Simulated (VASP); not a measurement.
A run of VASP 6.6.1:

Contents of INCAR:

```
SYSTEM = Mo2Se2S
ALGO     = Normal         ! electronic algorithm
EDIFF    = 1E-6           ! SCF threshold, eV
ENCUT    = 500            ! plane-wave cutoff, eV
GGA      = PE             ! functional
GGA_COMPAT= .FALSE.      
ISIF     = 2              ! what is computed and relaxed
ISMEAR   = 0              ! smearing method
ISPIN    = 2              ! spin polarisation
LASPH    = .TRUE.         ! aspherical terms in the spheres
LCHARG   = .FALSE.        ! write CHGCAR
LMAXMIX  = 4              ! l up to which the mixer works
LORBIT   = 11             ! projections on sites
LREAL    = .FALSE.        ! projectors in reciprocal space
LWAVE    = .FALSE.        ! write WAVECAR
MAGMOM   = 1 1 0 0 0      ! initial moments
NBANDS   = 35             ! bands
NELM     = 200            ! most SCF steps
PREC     = Accurate       ! precision mode
SIGMA    = 0.15           ! smearing width, eV
```

The input KPOINTS:

```
k-points
0
G
  3 3 2
  0 0 0
```

The input POSCAR:

```
Mo2Se2S
1.0
    4.2092577032      0.0000000000      0.0000000000
   -2.1046288516      3.6453241020      0.0000000000
    0.0000000000      0.0000000000      7.1177879674
Mo Se S
2 2 1
Direct
    0.3333333333      0.6666666667      0.0895543352
    0.6666666667      0.3333333333      0.9104456648
    0.6666666667      0.3333333333      0.2694923166
    0.3333333333      0.6666666667      0.7305076834
    0.0000000000      0.0000000000      0.0000000000
```

Potentials or basis: VASP PAW PBE potentials, release 64 (Mo_sv, Se, S).

The run is started by

```console
$ cat potpaw_PBE.64/Mo_sv/POTCAR potpaw_PBE.64/Se/POTCAR potpaw_PBE.64/S/POTCAR > POTCAR
$ mpirun -np 1 vasp_std > vasp.out
```

Hardware: 1 thread of Intel Xeon 6975P-C, with other jobs on the host.

Question: How long does it take, and how much memory?

Answer: Run time: 61 s on 1 thread of Intel Xeon 6975P-C, on a shared host, peak memory 0.27 GiB. Counts: scf iterations 17, k points 6.
